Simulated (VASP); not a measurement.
# GaO3 (Pm-3m) in VASP: a series of runs

The runs below take GaO3 through single point, relaxation of cell and atoms, with PBE.

All numbers are computed with VASP 6.6.1; they aren't measurements. Logs are shortened: lines on timing, memory, paths and dates and some standing lists are left out, and cuts for length are marked.

**1. The cell of the first run**

Symmetry: Pm-3m, No. 221, cubic system. The conventional cell has a = 3.344 Å, b = 3.344 Å, c = 3.344 Å, α = 90.00°, β = 90.00°, γ = 90.00°. Ga (site symmetry m-3m) has 12 O at 2.36 Å within 3.1 Å. O (site symmetry 4/mmm) has 4 Ga at 2.36 Å and 8 O at 2.36 Å within 3.1 Å.

The cell was built from a structure type or drawn by symmetry, and may not be a known phase.

**2. Single point, PBE, collinear spin, ferromagnetic start**

INCAR reads:

```
SYSTEM = GaO3
ALGO = Normal
EDIFF = 1E-6
ENCUT = 520
GGA = PE
ISIF = 2
ISMEAR = 0
ISPIN = 2
LASPH = .TRUE.
LCHARG = .FALSE.
LORBIT = 11
LREAL = .FALSE.
LWAVE = .FALSE.
MAGMOM = 0 1 1 1
NBANDS = 28
NELM = 150
PREC = Accurate
SIGMA = 0.1
```

KPOINTS reads:

```
k-points
0
G
  6 6 6
  0 0 0
```

POSCAR reads:

```
GaO3
1.0
    3.3437797025      0.0000000000      0.0000000000
    0.0000000000      3.3437797025      0.0000000000
    0.0000000000      0.0000000000      3.3437797025
Ga O
1 3
Direct
    0.0000000000      0.0000000000      0.0000000000
    0.0000000000      0.5000000000      0.5000000000
    0.5000000000      0.0000000000      0.5000000000
    0.5000000000      0.5000000000      0.0000000000
```

Potentials or basis: VASP PAW PBE potentials, release 64 (Ga_d, O).

The run is started by

```sh
> cat potpaw_PBE.64/Ga_d/POTCAR potpaw_PBE.64/O/POTCAR > POTCAR
> mpirun -np 1 vasp_std > vasp.out
```

OUTCAR:

```text
SYSTEM = GaO3
   EDIFF = 1E-6
   ENCUT = 520
   GGA = PE
   ISIF = 2
   ISMEAR = 0
   ISPIN = 2
   LASPH = .TRUE.
   LORBIT = 11
   LREAL = .FALSE.
   NELM = 150
   PREC = Accurate

 ion  position               nearest neighbor table
   1  0.000  0.000  0.000-   2 2.36   3 2.36   4 2.36   2 2.36   3 2.36   2 2.36   4 2.36   2 2.36
                             3 2.36   4 2.36   3 2.36   4 2.36
   2  0.000  0.500  0.500-   1 2.36   1 2.36   1 2.36   1 2.36
   3  0.500  0.000  0.500-   1 2.36   1 2.36   1 2.36   1 2.36
   4  0.500  0.500  0.000-   1 2.36   1 2.36   1 2.36   1 2.36

  LATTYP: Found a simple cubic cell.
 ALAT       =     3.3437797025

  Lattice vectors:

 A1 = (   3.3437797025,   0.0000000000,   0.0000000000)
 A2 = (   0.0000000000,   3.3437797025,   0.0000000000)
 A3 = (   0.0000000000,   0.0000000000,   3.3437797025)

Analysis of symmetry for initial positions (statically):
=====================================================================
 Subroutine PRICEL returns:
 Original cell was already a primitive cell.

 Routine SETGRP: Setting up the symmetry group for a
 simple cubic supercell.

 Subroutine GETGRP returns: Found 48 space group operations
 (whereof 48 operations were pure point group operations)
 out of a pool of 48 trial point group operations.

The static configuration has the point symmetry O_h .

Analysis of symmetry for dynamics (positions and initial velocities):
=====================================================================
 Subroutine PRICEL returns:
 Original cell was already a primitive cell.

 Routine SETGRP: Setting up the symmetry group for a
 simple cubic supercell.

 Subroutine GETGRP returns: Found 48 space group operations
 (whereof 48 operations were pure point group operations)
 out of a pool of 48 trial point group operations.

The dynamic configuration has the point symmetry O_h .

Analysis of structural, dynamic, and magnetic symmetry:
=====================================================================
 Subroutine PRICEL returns:
 Original cell was already a primitive cell.

 Routine SETGRP: Setting up the symmetry group for a
 simple cubic supercell.

 Subroutine GETGRP returns: Found 48 space group operations
 (whereof 48 operations were pure point group operations)
 out of a pool of 48 trial point group operations.

The overall configuration has the point symmetry O_h .

 Subroutine INISYM returns: Found 48 space group operations
 (whereof 48 operations are pure point group operations),
 and found     1 'primitive' translations

----------------------------------------------------------------------------------------

                                     Primitive cell

  volume of cell :      37.3863

  direct lattice vectors                    reciprocal lattice vectors
     3.343779703  0.000000000  0.000000000     0.299062764  0.000000000  0.000000000
     0.000000000  3.343779703  0.000000000     0.000000000  0.299062764  0.000000000
     0.000000000  0.000000000  3.343779703     0.000000000  0.000000000  0.299062764

  length of vectors
     3.343779703  3.343779703  3.343779703     0.299062764  0.299062764  0.299062764

  position of ions in fractional coordinates (direct lattice)
     0.000000000  0.000000000  0.000000000
     0.000000000  0.500000000  0.500000000
     0.500000000  0.000000000  0.500000000
     0.500000000  0.500000000  0.000000000

  ion indices of the primitive-cell ions
   primitive index   ion index
                 1           1
                 2           2
                 3           3
                 4           4

----------------------------------------------------------------------------------------

 KPOINTS: k-points

Automatic generation of k-mesh.
 Grid dimensions read from file:
 generate k-points for:    6    6    6

 Generating k-lattice:

  Cartesian coordinates                     Fractional coordinates (reciprocal lattice)
     0.049843794  0.000000000  0.000000000     0.166666667  0.000000000  0.000000000
     0.000000000  0.049843794  0.000000000     0.000000000  0.166666667  0.000000000
     0.000000000  0.000000000  0.049843794     0.000000000  0.000000000  0.166666667

  Length of vectors
     0.049843794  0.049843794  0.049843794

  Shift w.r.t. Gamma in fractional coordinates (k-lattice)
     0.000000000  0.000000000  0.000000000

 Subroutine IBZKPT returns following result:
 ===========================================

 Found     20 irreducible k-points:

 Following reciprocal coordinates:
            Coordinates               Weight
  0.000000  0.000000  0.000000      1.000000
  0.166667  0.000000  0.000000      6.000000
  0.333333  0.000000  0.000000      6.000000
  0.500000  0.000000  0.000000      3.000000
  0.166667  0.166667  0.000000     12.000000
  0.333333  0.166667  0.000000     24.000000
[... 12 lines left out ...]
  0.500000  0.500000  0.333333      6.000000
  0.500000  0.500000  0.500000      1.000000
   k-points           NKPTS =     20   k-points in BZ     NKDIM =     20   number of bands    NBANDS=     28
   number of dos      NEDOS =    301   number of ions     NIONS =      4
   total plane-waves  NPLWV =  21952
   dimension x,y,z NGX =    28 NGY =   28 NGZ =   28
   dimension x,y,z NGXF=    56 NGYF=   56 NGZF=   56
   ions per type =               1   3
   NGX,Y,Z   is equivalent  to a cutoff of  13.92, 13.92, 13.92 a.u.
   NGXF,Y,Z  is equivalent  to a cutoff of  27.84, 27.84, 27.84 a.u.
 SYSTEM =  GaO3
   PREC   = accura    normal or accurate (medium, high low for compatibility)
   ISTART =      0    job   : 0-new  1-cont  2-samecut
   ICHARG =      2    charge: 1-file 2-atom 10-const
   ISPIN  =      2    spin polarized calculation?
   LNONCOLLINEAR =      F non collinear calculations
   LSORBIT =      F    spin-orbit coupling
   LASPH  =      T    aspherical Exc in radial PAW
   ENCUT  =  520.0 eV  38.22 Ry    6.18 a.u.   6.22  6.22  6.22*2*pi/ulx,y,z
   NELM   =    150;   NELMIN=  2; NELMDL= -5     # of ELM steps
   EDIFF  = 0.1E-05   stopping-criterion for ELM
   LREAL  =      F    real-space projection
   EDIFFG = 0.1E-04   stopping-criterion for IOM
   NSW    =      0    number of steps for IOM
   IBRION =     -1    ionic relax: 0-MD 1-quasi-New 2-CG
   NFREE  =      0    steps in history (QN), initial steepest desc. (CG)
   ISIF   =      2    stress and relaxation
   ISYM   =      2    0-nonsym 1-usesym 2-fastsym
   POTIM  = 0.5000    time-step for ionic-motion
   TEBEG  =    0.0;   TEEND  =   0.0 temperature during run
   PSTRESS=    0.0 pullay stress
   NELECT =      31.0000    total number of electrons
   NUPDOWN=      -1.0000    fix difference up-down
   EMIN   =  10.00;   EMAX   =-10.00  energy-range for DOS
   EFERMI =   0.00;   METHOD = LEGACY
   ISMEAR =     0;   SIGMA  =   0.10  broadening in eV -4-tet -1-fermi 0-gaus
   EFERMI_NEDOS =   21; number of points for ismear=-14 and -15
   IALGO  =     38    algorithm
   IMIX   =      4    mixing-type and parameters
     AMIX     =   0.40;   BMIX     =  1.00
     AMIX_MAG =   1.60;   BMIX_MAG =  1.00
  volume/ion in A,a.u.               =       9.35        63.07
  Fermi-wavevector in a.u.,A,eV,Ry     =   1.538005  2.906408 32.184027  2.365459
  Thomas-Fermi vector in A             =   2.644434
   LORBIT       =     11    0 simple, 1 ext, 2 COOP (PROOUT), +10 PAW based schemes
   GGA     = PE    functional components
   LHFCALC =     F    Hartree Fock is set to
   AEXX    =    0.0000 exact exchange contribution
   IVDW    =     0    specifies the selected vdW correction
   LEPSILON=     F    determine dielectric tensor
   LRPA    =     F    only Hartree local field effects (RPA)
 spin polarized calculation
 Gauss-broadening in eV      SIGMA  =   0.10
  energy-cutoff  :      520.00
  volume of cell :       37.39
 maximum number of plane-waves:      1024
 NGX is ok and might be reduce to    28
   NGX = 13   NGY = 13   NGZ = 13

 number of electron      31.0000026 magnetization       3.0545608

 Free energy of the ion-electron system (eV)
  ---------------------------------------------------
  ext. energy  EPLUGINS =         0.00000000
  ---------------------------------------------------
  free energy    TOTEN  =       -15.77624407 eV

  energy without entropy =      -15.76671152  energy(sigma->0) =      -15.77147779

 E-fermi :   4.1942     XC(G=0): -12.1748

 val. band max:        4.1831592670   @ k =   0.5000   0.5000   0.1667
 cond. band min:       4.2760726105   @ k =   0.3333   0.0000   0.0000
 fundamental gap:      0.0929133435
 Fermi energy:         4.1941973904

 spin component 1

 k-point     1 :       0.0000    0.0000    0.0000
  band No.  band energies     occupation
      1     -16.1946      1.00000
      2     -12.4125      1.00000
      3     -12.4125      1.00000
      4     -10.0883      1.00000
      5     -10.0883      1.00000
      6     -10.0883      1.00000
[... 19 lines left out ...]
     26      22.4558      0.00000
     27      22.4558      0.00000

 k-point     2 :       0.1667    0.0000    0.0000
  band No.  band energies     occupation
      1     -15.9911      1.00000
      2     -12.6743      1.00000
      3     -12.3464      1.00000
      4     -10.1077      1.00000
      5     -10.1077      1.00000
      6     -10.0876      1.00000
[... 19 lines left out ...]
     26      23.4936      0.00000
     27      23.4936      0.00000

 k-point     3 :       0.3333    0.0000    0.0000
  band No.  band energies     occupation
      1     -15.4318      1.00000
      2     -13.3684      1.00000
      3     -12.2021      1.00000
      4     -10.1457      1.00000
      5     -10.1457      1.00000
      6     -10.1439      1.00000
[... 473 lines left out ...]
  band No.  band energies     occupation
      1     -13.5807      1.00000
      2     -13.5431      1.00000
      3     -13.5431      1.00000
      4     -10.0852      1.00000
      5     -10.0539      1.00000
      6      -9.9273      1.00000
[... 19 lines left out ...]
     26      27.1510      0.00000
     27      28.8932      0.00000

 k-point    20 :       0.5000    0.5000    0.5000
  band No.  band energies     occupation
      1     -13.5283      1.00000
      2     -13.5283      1.00000
      3     -13.5283      1.00000
      4     -10.0516      1.00000
      5     -10.0516      1.00000
      6      -9.8411      1.00000
[... 19 lines left out ...]
     26      31.4624      0.00000
     27      31.4625      0.00000
 Fermi energy:         4.1941973904

 spin component 2

 k-point     1 :       0.0000    0.0000    0.0000
  band No.  band energies     occupation
      1     -14.7686      1.00000
      2     -10.9873      1.00000
      3     -10.9873      1.00000
      4     -10.1208      1.00000
      5     -10.1208      1.00000
      6     -10.1208      1.00000
[... 19 lines left out ...]
     26      22.5476      0.00000
     27      22.5476      0.00000

 k-point     2 :       0.1667    0.0000    0.0000
  band No.  band energies     occupation
      1     -14.5456      1.00000
      2     -11.1566      1.00000
      3     -10.8858      1.00000
      4     -10.1383      1.00000
      5     -10.1383      1.00000
      6     -10.1201      1.00000
[... 19 lines left out ...]
     26      23.7219      0.00000
     27      23.7219      0.00000

 k-point     3 :       0.3333    0.0000    0.0000
  band No.  band energies     occupation
      1     -13.9268      1.00000
      2     -11.7753      1.00000
      3     -10.6103      1.00000
      4     -10.1728      1.00000
      5     -10.1728      1.00000
      6     -10.1186      1.00000
[... 473 lines left out ...]
  band No.  band energies     occupation
      1     -12.0414      1.00000
      2     -11.9660      1.00000
      3     -11.9660      1.00000
      4     -10.1144      1.00000
      5     -10.0838      1.00000
      6      -9.7747      1.00000
[... 19 lines left out ...]
     26      27.0742      0.00000
     27      28.9642      0.00000

 k-point    20 :       0.5000    0.5000    0.5000
  band No.  band energies     occupation
      1     -11.9882      1.00000
      2     -11.9882      1.00000
      3     -11.9882      1.00000
      4     -10.0817      1.00000
      5     -10.0817      1.00000
      6      -9.6295      1.00000
[... 19 lines left out ...]
     26      31.4743      0.00000
     27      31.4898      0.00000
 [bands above 27 left out]

------------------------ aborting loop because EDIFF is reached ----------------------------------------

  FORCE on cell =-STRESS in cart. coord.  units (eV):
  Direction    XX          YY          ZZ          XY          YZ          ZX
  --------------------------------------------------------------------------------------
  -------------------------------------------------------------------------------------
  Total        0.0453947      0.0453947      0.0453947     -0.0000000     -0.0000000     -0.0000000
  in kB        1.9453716      1.9453716      1.9453716     -0.0000000     -0.0000000     -0.0000000
  external PRESSURE =       1.9453716 kB  Pullay stress =       0.0000000 kB

 VOLUME and BASIS-vectors are now :
 -----------------------------------------------------------------------------
  energy-cutoff  :      520.00
  volume of cell :       37.39
      direct lattice vectors                 reciprocal lattice vectors
     3.343779703  0.000000000  0.000000000     0.299062764  0.000000000  0.000000000
     0.000000000  3.343779703  0.000000000     0.000000000  0.299062764  0.000000000
     0.000000000  0.000000000  3.343779703     0.000000000  0.000000000  0.299062764

 POSITION                                       TOTAL-FORCE (eV/Angst)
 -----------------------------------------------------------------------------------
      0.00000      0.00000      0.00000         0.000000      0.000000      0.000000
      0.00000      1.67189      1.67189         0.000000      0.000000      0.000000
      1.67189      0.00000      1.67189         0.000000      0.000000      0.000000
      1.67189      1.67189      0.00000         0.000000      0.000000      0.000000
 -----------------------------------------------------------------------------------
    total drift:                               -0.000000      0.000000      0.000000

  FREE ENERGIE OF THE ION-ELECTRON SYSTEM (eV)
  ---------------------------------------------------
  free  energy   TOTEN  =       -15.7762440656 eV

  energy  without entropy=      -15.7667115167  energy(sigma->0) =      -15.77147779

 total charge

# of ion       s       p       d       tot
------------------------------------------
    1        0.654   0.403  10.066  11.123
    2        1.627   3.148   0.000   4.775
    3        1.627   3.148   0.000   4.775
    4        1.627   3.148   0.000   4.775
--------------------------------------------------
tot          5.535   9.847  10.066  25.448

 magnetization (x)

# of ion       s       p       d       tot
------------------------------------------
    1       -0.073  -0.039  -0.002  -0.114
    2        0.009   0.922   0.000   0.931
    3        0.009   0.922   0.000   0.931
    4        0.009   0.922   0.000   0.931
--------------------------------------------------
tot         -0.048   2.727  -0.002   2.678
```

It took 17 s on 1 thread of Intel Xeon 6975P-C (Granite Rapids), shared host; peak memory 0.18 GiB.

Results:

```
Free energy                                           : -15.7762 eV
Pressure                                              : 0.2 GPa
Net moment                                            : 3.05 μB per cell
Site moments                                          : Ga -0.11; O +0.93 μB
Valence electrons inside the program's atomic spheres : Ga 11.12; O 4.78
```

Levels at points of the mesh, in eV from the Fermi level:
Spin up:
```tsv
k point	band 13	band 14	band 15	band 16	band 17	band 18	band 19	band 20	band 21	band 22
(0.00, 0.00, 0.00)	-1.75	-1.75	-1.21	-0.35	-0.35	-0.35	11.95	11.95	11.95	12.63
(0.50, 0.00, 0.00)	-3.10	-2.39	-2.36	-0.58	-0.58	3.53	6.01	10.00	10.00	15.45
(0.50, 0.50, 0.00)	-2.51	-2.51	-2.43	-0.15	-0.10	3.04	8.06	8.82	8.82	18.94
(0.50, 0.50, 0.50)	-1.28	-0.11	-0.11	-0.10	-0.10	-0.10	10.78	10.78	10.78	17.42
```
Spin down:
```csv
k point,band 10,band 11,band 12,band 13,band 14,band 15,band 16,band 17,band 18,band 19
"(0.00, 0.00, 0.00)",-4.21,-4.21,-1.04,-0.29,-0.29,-0.29,1.96,1.96,1.96,12.19
"(0.50, 0.00, 0.00)",-2.39,-2.39,-1.90,-1.90,-1.11,-0.05,1.59,1.59,4.37,6.13
"(0.50, 0.50, 0.00)",-2.55,-2.55,-2.28,-1.17,-1.17,-0.12,1.50,2.56,3.59,7.87
"(0.50, 0.50, 0.50)",-5.67,-5.67,-4.72,-1.49,1.50,1.50,1.50,2.61,2.61,11.32
```

**3. Single point, PBE, collinear spin, ferromagnetic start**

This run uses another cell than the first one, of 10.23 Å³/atom.

INCAR reads:

```
SYSTEM = GaO3
  ALGO = Normal
  EDIFF = 1E-7
  ENCUT = 520
  GGA = PE
  ISIF = 2
  ISMEAR = 0
  ISPIN = 2
  LASPH = .True.
  LCHARG = .True.
  LELF = .True.
  LORBIT = 11
  LREAL = .False.
  LVHAR = .True.
  LWAVE = .False.
  MAGMOM = 0 1 1 1
  NBANDS = 28
  NELM = 150
  PREC = Accurate
  SIGMA = 0.1
```

KPOINTS reads:

```
k-points
0
Gamma
  6 6 6
  0 0 0
```

POSCAR reads:

```
GaO3
1.0
    3.4463687600      0.0000000000      0.0000000000
    0.0000000000      3.4463687600      0.0000000000
    0.0000000000      0.0000000000      3.4463687600
Ga O
1 3
Direct
    0.0000000000      0.0000000000      0.0000000000
    0.0000000000      0.5000000000      0.5000000000
    0.5000000000      0.0000000000      0.5000000000
    0.5000000000      0.5000000000      0.0000000000
```

Potentials or basis: VASP PAW PBE potentials, release 64 (Ga_d, O).

The run is started by

```sh
> cat potpaw_PBE.64/Ga_d/POTCAR potpaw_PBE.64/O/POTCAR > POTCAR
> mpirun -np 1 vasp_std > vasp.out
```

Wall time 22 s (1 thread of Intel Xeon 6975P-C (Granite Rapids), shared host); peak memory 0.18 GiB.

It converged, with:

```
Free energy                                           : -15.6606 eV
Pressure                                              : -10.3 GPa
Net moment                                            : 3.08 μB per cell
Site moments                                          : Ga -0.12; O +0.94 μB
Valence electrons inside the program's atomic spheres : Ga 11.06; O 4.74
```

Levels at points of the mesh, in eV from the Fermi level:
Spin up:
```csv
k point,band 13,band 14,band 15,band 16,band 17,band 18,band 19,band 20,band 21,band 22
"(0.00, 0.00, 0.00)",-1.71,-1.71,-1.65,-0.52,-0.52,-0.52,10.97,10.97,10.97,12.22
"(0.50, 0.00, 0.00)",-2.88,-2.33,-2.27,-0.71,-0.71,2.81,5.56,9.30,9.30,14.76
"(0.50, 0.50, 0.00)",-2.39,-2.39,-2.33,-0.36,-0.27,2.38,7.64,8.06,8.06,17.92
"(0.50, 0.50, 0.50)",-1.50,-0.33,-0.33,-0.27,-0.27,-0.27,9.86,9.86,9.86,16.40
```
Spin down:
| k point | band 10 | band 11 | band 12 | band 13 | band 14 | band 15 | band 16 | band 17 | band 18 | band 19 |
| --- | --- | --- | --- | --- | --- | --- | --- | --- | --- | --- |
| (0.00, 0.00, 0.00) | -3.74 | -3.74 | -1.54 | -0.24 | -0.24 | -0.24 | 1.81 | 1.81 | 1.81 | 11.16 |
| (0.50, 0.00, 0.00) | -2.10 | -2.10 | -1.67 | -1.67 | -0.97 | -0.01 | 1.48 | 1.48 | 3.67 | 5.64 |
| (0.50, 0.50, 0.00) | -2.35 | -2.35 | -2.01 | -1.04 | -1.04 | 0.01 | 1.33 | 2.36 | 2.94 | 7.43 |
| (0.50, 0.50, 0.50) | -5.08 | -5.08 | -4.11 | -1.74 | 1.33 | 1.33 | 1.33 | 2.40 | 2.40 | 10.36 |

Caveat: the cell stands under tension.

[end of part 1 of 2]
